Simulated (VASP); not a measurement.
# Ta4N3 (P4mm) in VASP: further runs, part 2 of 2

VASP 6.6.1. Earlier steps stand in the parts before.

## Step 4: Single point, PBEsol (the distance across one plane changed)

INCAR

```
  PREC = Accurate
  ENCUT = 520
  EDIFF = 1E-6
  ISMEAR = 0
  SIGMA = 0.15
  LREAL = F
  LASPH = T
  NELM = 80
  ALGO = Normal
  ISIF = 2
  LWAVE = F
  LCHARG = T
  GGA = PS
  LELF = T
  LVHAR = T
  NBANDS = 72
```

KPOINTS

```
regular mesh
0
Gamma
  9 9 5
```

POSCAR

```
Ta4N3
1.0
   -4.3571443853      0.0000000000      0.0000000000
    0.0000000000     -4.3571443853      0.0000000000
    0.0000000000      0.0000000000      9.0453519637
Ta N
8 6
Direct
    0.5000000000      0.0000000000      0.5853503654
    0.0000000000      0.5000000000      0.1129888697
    0.0000000000      0.0000000000      0.8316904227
    0.5000000000      0.5000000000      0.3593289271
    0.5000000000      0.0000000000      0.1129888697
    0.0000000000      0.5000000000      0.5853503654
    0.5000000000      0.5000000000      0.8113718036
    1.0000000000      1.0000000000      0.3390103080
    0.5000000000      1.0000000000      0.3491696176
    0.0000000000      0.5000000000      0.8215311132
    0.0000000000      0.0000000000      0.5853503654
    0.5000000000      0.5000000000      0.1129888697
    1.0000000000      0.5000000000      0.3491696176
    0.5000000000      0.0000000000      0.8215311132
```

Potentials or basis: VASP PAW PBE potentials, release 64 (Ta_pv, N).

The run is started by

```
$ cat potpaw_PBE.64/Ta_pv/POTCAR potpaw_PBE.64/N/POTCAR > POTCAR
$ mpirun -np 1 vasp_std > vasp.out
```

OUTCAR:

```text
PREC = Accurate
   ENCUT = 520
   EDIFF = 1E-6
   ISMEAR = 0
   LREAL = F
   LASPH = T
   NELM = 80
   ISIF = 2
   GGA = PS

 ion  position               nearest neighbor table
   1  0.500  0.000  0.585-   9 2.14  14 2.14  11 2.18  11 2.18   7 2.99   7 2.99   4 2.99   4 2.99
                             6 3.08   6 3.08   6 3.08   6 3.08   3 3.12   3 3.12   8 3.12   8 3.12
   2  0.000  0.500  0.113-  13 2.14  12 2.18  12 2.18  10 2.64   8 2.99   8 2.99   5 3.08   5 3.08
                             5 3.08   5 3.08   4 3.12   4 3.12   3 3.35   3 3.35   7 3.49   7 3.49
   3  0.000  0.000  0.832-  10 2.18  14 2.18  10 2.18  14 2.18  11 2.23   7 3.09   7 3.09   7 3.09
                             7 3.09   1 3.12   6 3.12   1 3.12   6 3.12   5 3.35   2 3.35   2 3.35
   4  0.500  0.500  0.359-   9 2.18  13 2.18   9 2.18  13 2.18  12 2.23   1 2.99   6 2.99   6 2.99
                             1 2.99   8 3.09   8 3.09   8 3.09   8 3.09   5 3.12   2 3.12   5 3.12
   5  0.500  0.000  0.113-   9 2.14  12 2.18  12 2.18  14 2.64   8 2.99   8 2.99   2 3.08   2 3.08
                             2 3.08   2 3.08   4 3.12   4 3.12   3 3.35   3 3.35   7 3.49   7 3.49
   6  0.000  0.500  0.585-  13 2.14  10 2.14  11 2.18  11 2.18   7 2.99   7 2.99   4 2.99   4 2.99
                             1 3.08   1 3.08   1 3.08   1 3.08   3 3.12   3 3.12   8 3.12   8 3.12
   7  0.500  0.500  0.811-  10 2.18  14 2.18  14 2.18  10 2.18   1 2.99   1 2.99   6 2.99   6 2.99
                             3 3.09   3 3.09   3 3.09   3 3.09   2 3.49   5 3.49   5 3.49   2 3.49
   8  0.000  0.000  0.339-   9 2.18  13 2.18  13 2.18   9 2.18  11 2.23   2 2.99   5 2.99   5 2.99
                             2 2.99   4 3.09   4 3.09   4 3.09   4 3.09   1 3.12   6 3.12   6 3.12
   9  0.500  0.000  0.349-   1 2.14   5 2.14   4 2.18   4 2.18   8 2.18   8 2.18
  10  0.000  0.500  0.822-   6 2.14   3 2.18   3 2.18   7 2.18   7 2.18   2 2.64
  11  0.000  0.000  0.585-   1 2.18   6 2.18   6 2.18   1 2.18   3 2.23   8 2.23
  12  0.500  0.500  0.113-   2 2.18   5 2.18   5 2.18   2 2.18   4 2.23
  13  0.000  0.500  0.349-   6 2.14   2 2.14   4 2.18   4 2.18   8 2.18   8 2.18
  14  0.500  0.000  0.822-   1 2.14   3 2.18   3 2.18   7 2.18   7 2.18   5 2.64

  LATTYP: Found a simple tetragonal cell.
 ALAT       =     4.3571443853
 C/A-ratio  =     2.0759816898

  Lattice vectors:

 A1 = (  -4.3571443853,   0.0000000000,   0.0000000000)
 A2 = (   0.0000000000,  -4.3571443853,   0.0000000000)
[... 196 lines left out ...]
  free energy    TOTEN  =      -165.50761489 eV

  energy without entropy =     -165.45265752  energy(sigma->0) =     -165.48013621

 E-fermi :   7.7028     XC(G=0): -13.0972

 val. band max:        7.7004672072   @ k =   0.3333   0.0000   0.0000
 cond. band min:       7.7180219381   @ k =   0.2222   0.0000   0.4000
 fundamental gap:      0.0175547309
 Fermi energy:         7.7027602382

 k-point     1 :       0.0000    0.0000    0.0000
  band No.  band energies     occupation
      1     -28.2045      2.00000
      2     -28.2045      2.00000
      3     -28.0714      2.00000
      4     -28.0539      2.00000
      5     -28.0539      2.00000
      6     -27.8442      2.00000
[... 1765 lines left out ...]
     70       9.9673      0.00000
     71      10.1046      0.00000

 [... further k-points ...]

 [bands above 71 left out]

------------------------ aborting loop because EDIFF is reached ----------------------------------------

  FORCE on cell =-STRESS in cart. coord.  units (eV):
  Direction    XX          YY          ZZ          XY          YZ          ZX
  --------------------------------------------------------------------------------------
  -------------------------------------------------------------------------------------
  Total       -6.4114280     -6.4114280    -15.2154781      0.0000000      0.0000000     -0.0000000
  in kB      -59.8185634    -59.8185634   -141.9602682      0.0000000      0.0000000     -0.0000000
  external PRESSURE =     -87.1991317 kB  Pullay stress =       0.0000000 kB

 VOLUME and BASIS-vectors are now :
 -----------------------------------------------------------------------------
  energy-cutoff  :      520.00
  volume of cell :      171.72
      direct lattice vectors                 reciprocal lattice vectors
    -4.357144385  0.000000000  0.000000000    -0.229508116  0.000000000  0.000000000
     0.000000000 -4.357144385  0.000000000     0.000000000 -0.229508116  0.000000000
     0.000000000  0.000000000  9.045351964     0.000000000  0.000000000  0.110554018

 POSITION                                       TOTAL-FORCE (eV/Angst)
 -----------------------------------------------------------------------------------
     -2.17857      0.00000      5.29470         0.000000     -0.000000      0.103960
      0.00000     -2.17857      1.02202         0.000000     -0.000000     -0.657642
      0.00000      0.00000      7.52293         0.000000     -0.000000      0.673899
     -2.17857     -2.17857      3.25026        -0.000000     -0.000000     -0.594830
     -2.17857      0.00000      1.02202         0.000000     -0.000000     -0.657642
      0.00000     -2.17857      5.29470         0.000000     -0.000000      0.103960
     -2.17857     -2.17857      7.33914         0.000000      0.000000      0.606214
      0.00000      0.00000      3.06647         0.000000     -0.000000     -0.490544
     -2.17857      0.00000      3.15836         0.000000     -0.000000     -0.658026
      0.00000     -2.17857      7.43104        -0.000000     -0.000000      1.696386
      0.00000      0.00000      5.29470         0.000000     -0.000000     -0.049345
     -2.17857     -2.17857      1.02202         0.000000      0.000000     -1.114749
      0.00000     -2.17857      3.15836        -0.000000     -0.000000     -0.658026
     -2.17857      0.00000      7.43104         0.000000     -0.000000      1.696386
 -----------------------------------------------------------------------------------
    total drift:                               -0.000000     -0.000000      0.000384

  FREE ENERGIE OF THE ION-ELECTRON SYSTEM (eV)
  ---------------------------------------------------
  free  energy   TOTEN  =      -165.5076148905 eV

  energy  without entropy=     -165.4526575206  energy(sigma->0) =     -165.48013621
```

OSZICAR:

```text
N       E                     dE             d eps       ncg     rms          rms(c)
DAV:   1     0.125169383908E+04    0.12517E+04   -0.64535E+04  6488   0.173E+03
DAV:   2    -0.736016850742E+02   -0.13253E+04   -0.12860E+04  6960   0.522E+02
DAV:   3    -0.180368186724E+03   -0.10677E+03   -0.10431E+03  8008   0.133E+02
DAV:   4    -0.183713118540E+03   -0.33449E+01   -0.32925E+01  7856   0.220E+01
DAV:   5    -0.183798270012E+03   -0.85151E-01   -0.84872E-01  7952   0.307E+00    0.612E+01
DAV:   6    -0.166936856736E+03    0.16861E+02   -0.10314E+02  8232   0.380E+01    0.282E+01
DAV:   7    -0.166261237382E+03    0.67562E+00   -0.14602E+01  8136   0.173E+01    0.136E+01
DAV:   8    -0.165892683730E+03    0.36855E+00   -0.10090E+01  8024   0.141E+01    0.479E+00
DAV:   9    -0.165514421660E+03    0.37826E+00   -0.20758E+00  8000   0.644E+00    0.106E+00
DAV:  10    -0.165511758709E+03    0.26630E-02   -0.22287E-01  8056   0.217E+00    0.707E-01
DAV:  11    -0.165508442035E+03    0.33167E-02   -0.31848E-02  7864   0.836E-01    0.400E-01
DAV:  12    -0.165507776284E+03    0.66575E-03   -0.77375E-03  7952   0.435E-01    0.177E-01
DAV:  13    -0.165507630960E+03    0.14532E-03   -0.13135E-03  8232   0.207E-01    0.574E-02
DAV:  14    -0.165507624406E+03    0.65542E-05   -0.43195E-04  7944   0.102E-01    0.317E-02
DAV:  15    -0.165507616723E+03    0.76822E-05   -0.71995E-05  8568   0.365E-02    0.165E-02
DAV:  16    -0.165507615510E+03    0.12129E-05   -0.23878E-05  6768   0.198E-02    0.715E-03
DAV:  17    -0.165507614891E+03    0.61989E-06   -0.27414E-06  5640   0.798E-03
   1 F= -.16550761E+03 E0= -.16548014E+03  d E =-.549574E-01
```

Wall time 5.2 min (1 thread of Intel Xeon 6975P-C (Granite Rapids), shared host); peak memory 0.49 GiB.

Results:

| Item | Value |
| --- | --- |
| Free energy | -165.5076 eV |
| Pressure | -8.7 GPa |
| Largest force | 1.696 eV/Å |
| Band gap on the k mesh | zero (bands 59 and 60 overlap by 2.13 eV) |

Forces in eV/Å, atoms in the order of the input:
```
Ta   0.000  0.000  0.104
Ta   0.000  0.000 -0.658
Ta   0.000  0.000  0.674
Ta   0.000  0.000 -0.595
Ta   0.000  0.000 -0.658
Ta   0.000  0.000  0.104
Ta   0.000  0.000  0.606
Ta   0.000  0.000 -0.491
N    0.000  0.000 -0.658
N    0.000  0.000  1.696
N    0.000  0.000 -0.049
N    0.000  0.000 -1.115
N    0.000  0.000 -0.658
N    0.000  0.000  1.696
```

Stress tensor (GPa, compression positive):
```
 -5.98   0.00   0.00
  0.00  -5.98   0.00
  0.00   0.00 -14.20
```

Caveat: the cell differs from its parent crystal (the distance across one plane changed); the cell stands under tension; the PAW data sets were made with another functional, which shifts forces and pressure a little; spin-orbit coupling is left out, which moves the levels of the heavy elements.

## Step 5: Summary

```csv
cell,gap on the mesh (eV),pressure (GPa),largest force (eV/Å)
"a = 4.357, b = 4.357, c = 9.545 Å, 14 atoms",none,-10.0,1.23
"a = 4.357, b = 4.357, c = 10.545 Å, 14 atoms",none,-10.0,1.66
"a = 4.357, b = 4.357, c = 9.045 Å, 14 atoms",none,-8.7,1.70
```

Alike in all rows: task single point; level PBEsol; potentials or basis VASP PAW PBE potentials, release 64 (Ta_pv, N); no spin polarisation; k mesh 9 × 9 × 5; cutoff (eV) 520; smearing gaussian 0.15 eV.

Caveats: the cell stands under tension; the PAW data sets were made with another functional, which shifts forces and pressure a little; spin-orbit coupling is left out, which moves the levels of the heavy elements.

Total energies depend on the potentials used, so only differences within one code and one set of settings carry meaning.
